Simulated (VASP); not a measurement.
A run of VASP 6.6.1 is set up as follows.

Contents of POSCAR:

```
Ti2S2O3
1.0
    2.5970505600      1.4994083400      4.1335297100
   -2.5970505600      1.4994083400      4.1335297100
    0.0000000000     -2.9988166900      4.1335297100
O Ti S
3 2 2
Direct
    0.0000000000      0.0000000000      0.5000000000
    0.5000000000      0.0000000000      0.0000000000
    0.0000000000      0.5000000000      0.0000000000
    0.2401300000      0.2401300000      0.2401300000
    0.7598700000      0.7598700000      0.7598700000
    0.0000000000      0.0000000000      0.0000000000
    0.5000000000      0.5000000000      0.5000000000
```

INCAR.step1

```
SYSTEM = Ti2S2O3
PREC = Accurate
ENCUT = 660
ISMEAR = -1
SIGMA = 0.0195
LREAL = .False.
LASPH = .True.
NELM = 200
ISPIN = 2
MAGMOM = 0 0 0 1 1 0 0
LMAXMIX = 4
LDAU = .True.
LDAUTYPE = 2
LDAUL = 1 2 -1
LDAUU = 6.4 4.79 0
LDAUJ = 0 0 0
ISYM = 0
NBANDS = 40
GGA = PE
ALGO = Normal
EDIFF = 1E-5
LWAVE = .True.
LCHARG = .False.
GGA_COMPAT = .False.
KPAR = 4
```

INCAR.step2

```
SYSTEM = Ti2S2O3
PREC = Accurate
ENCUT = 660
EDIFF = 1E-6
ISMEAR = -1
SIGMA = 0.0195
LREAL = .False.
LASPH = .True.
NELM = 200
ALGO = Normal
ISIF = 2
LWAVE = .False.
LCHARG = .False.
ISPIN = 2
MAGMOM = 0 0 0 1 1 0 0
LORBIT = 11
LMAXMIX = 4
LDAU = .True.
LDAUTYPE = 2
LDAUL = 1 2 -1
LDAUU = 6.4 4.79 0
LDAUJ = 0 0 0
LDAUPRINT = 1
METAGGA = R2SCAN
LMIXTAU = .True.
ISYM = 0
NBANDS = 40
ISTART = 1
GGA_COMPAT = .False.
KPAR = 4
```

KPOINTS

```
regular mesh
0
Gamma
  5 5 5
  0 0 0
```

Potentials or basis: VASP PAW PBE potentials, release 64 (O, Ti_sv, S).

Run with:

```sh
$ cat potpaw_PBE.64/O/POTCAR potpaw_PBE.64/Ti_sv/POTCAR potpaw_PBE.64/S/POTCAR > POTCAR
$ cp INCAR.step1 INCAR
$ mpirun -np 4 vasp_std > vasp.out
$ cp INCAR.step2 INCAR
$ mpirun -np 4 vasp_std > vasp.out
```

Task: What does it give for the largest force?

Result: 3.383 eV/Å.

Task: Estimate the pressure.

Result: 24.0 GPa.

Task: What does it give for the site moments?

Result: O +0.14; Ti -0.14; S -0.03, +0.59 μB.

Forces in eV/Å, atoms in the order of the input:
```
O    0.000  0.000  0.000
O    0.000  0.000  0.000
O    0.000  0.000  0.000
Ti   0.000  0.000  3.383
Ti   0.000  0.000 -3.383
S    0.000  0.000  0.000
S    0.000  0.000  0.000
```

Caveat: the cell stands under pressure; the PAW data sets were made with another functional, which shifts forces and pressure a little.
